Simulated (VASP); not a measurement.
## W: relaxation of cell and atoms with PBE

The system is W.

```xyz
2
Lattice="0.0000 2.7400 2.7400 2.7400 0.0000 2.7400 2.7400 2.7400 0.0000" Properties=species:S:1:pos:R:3 pbc="T T T"
W     0.0000    0.0000    0.0000
W     1.3700    1.3700    1.3700
```

```json
{"Program": "VASP 6.6.1", "Task": "relaxation of cell and atoms", "Functional": "PBE", "Potentials or basis": "VASP PAW PBE potentials, release 64 (W_sv)", "Cutoff": "600 eV", "k mesh": "15 × 15 × 15", "Occupations": "gaussian, width 0.1 eV", "Spin": "no spin polarisation", "Target pressure": "20 GPa", "Dipole correction": "no", "Further INCAR settings": "ALGO = Normal; EDIFF = 1e-07; IBRION = 2; EDIFFG = -0.01; NSW = 60; ISIF = 3"}
```

* Relaxed volume: 21.88 Å³/atom
* Relaxed cell: a = 3.955 Å, b = 3.955 Å, c = 3.955 Å, α = 60.00°, β = 60.00°, γ = 60.00°
* Space group after relaxing (to 0.05 Å): Fd-3m (No. 227)
* Energy change on relaxing (the enthalpy is what falls): -214.8 meV/atom
* Ionic steps: 4
* Pressure after relaxing: 20.0 GPa
* Band gap on the k mesh: zero (band 14 reaches 7.07 eV, above the bottom of band 15 at 6.12 eV)

Step by step:
```csv
step,energy change (eV),largest force (eV/Å),pressure (GPa),volume (Å³)
1,0.0000,0.0000,33.37,41.14
2,-0.7198,0.0000,-5.42,52.23
3,-0.4524,0.0000,19.13,43.94
4,-0.4297,0.0000,19.95,43.76
```

Final structure:
```xyz
2
Lattice="0.0000 2.7968 2.7968 2.7968 0.0000 2.7968 2.7968 2.7968 0.0000" Properties=species:S:1:pos:R:3 pbc="T T T"
W     0.0000    0.0000    0.0000
W     1.3984    1.3984    1.3984
```

Levels at points of the mesh, in eV from the Fermi level:
```tsv
k point	band 11	band 12	band 13	band 14	band 15	band 16	band 17	band 18
(0.00, 0.00, 0.00)	-2.37	-1.27	-1.27	-1.27	1.67	1.67	1.67	6.03
```

Wall time 2.5 min on 1 thread of AMD EPYC 9R45 96-Core Processor (Zen 5), on a shared host, peak memory 0.22 GiB.

Caveat: the cell is relaxed towards a set pressure, so the enthalpy falls and the energy may rise; spin-orbit coupling is left out, which moves the levels of the heavy elements.
